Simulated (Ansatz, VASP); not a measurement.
One calculation of HfN, two programs

Contents of INCAR:

```
ALGO = Normal ; EDIFF = 1E-7
ENCUT = 520 ; GGA = CA
ISIF = 2 ; ISMEAR = -1
LASPH = True ; LCHARG = False
LREAL = False ; LWAVE = False
NBANDS = 23 ; NELM = 60
PREC = Accurate ; SIGMA = 0.01
```

The input KPOINTS:

```
k-points
0
Gamma
  8 8 4
```

File POSCAR:

```
HfN
1.0
    3.1751483609      0.0000000000      0.0000000000
   -1.5875741805      2.7497592010      0.0000000000
    0.0000000000      0.0000000000      5.4880494375
Hf N
2 2
Direct
    0.6666666667      0.3333333333      0.7500000000
    0.3333333333      0.6666666667      0.2500000000
    0.0000000000      0.0000000000      0.0000000000
    0.0000000000      0.0000000000      0.5000000000
```

Input for Ansatz:

```yaml
crystal:
  lattice:
    - [3.1751483609072837, 0.0, 0.0]
    - [-1.5875741804536418, 2.749759200981729, 0.0]
    - [0.0, 0.0, 5.488049437512214]
  atoms:
    - { symbol: Hf, position: [0.6666666666666666, 0.3333333333333333, 0.75] }
    - { symbol: Hf, position: [0.3333333333333333, 0.6666666666666666, 0.25] }
    - { symbol: "N", position: [0.0, 0.0, 0.0] }
    - { symbol: "N", position: [0.0, 0.0, 0.5] }
basis:
  ecutwfc: 544.22772491976
kpoints:
  mp_grid:
    grid: [8, 8, 4]
hamiltonian:
  xc: lda
scf:
  mixing:
    algorithm: broyden
  occupations:
    method: fermi_dirac
    width: 0.01
output:
  stress: true
```

Alike in both runs: task single point; functional LDA; k mesh 8 × 8 × 4; occupations fermi-dirac, width 0.01 eV; no spin polarisation.

```csv
,VASP,Ansatz
version,VASP 6.6.1,Ansatz 0.2.0
potentials or method,"VASP PAW LDA potentials, release 64 (Hf_pv, N), cutoff 520 eV","plane waves, PAW"
valence electrons in the cell,30,62
```

Ansatz gave:

- pressure (GPa): -17.9
- traceless stress, the component that is largest in VASP (GPa): 0.18

**Question.** Which values does VASP return?

**Answer.** Pressure (GPa): -19.0; traceless stress, the component that is largest in VASP (GPa): -0.08.

LDA's correlation is that of Perdew and Zunger in VASP and of Perdew and Wang (1992) in Ansatz. VASP's potentials hold 30 valence electrons a cell and Ansatz's 62, so a difference there can come from the potentials and not from the codes.

Spin-orbit coupling is off throughout.
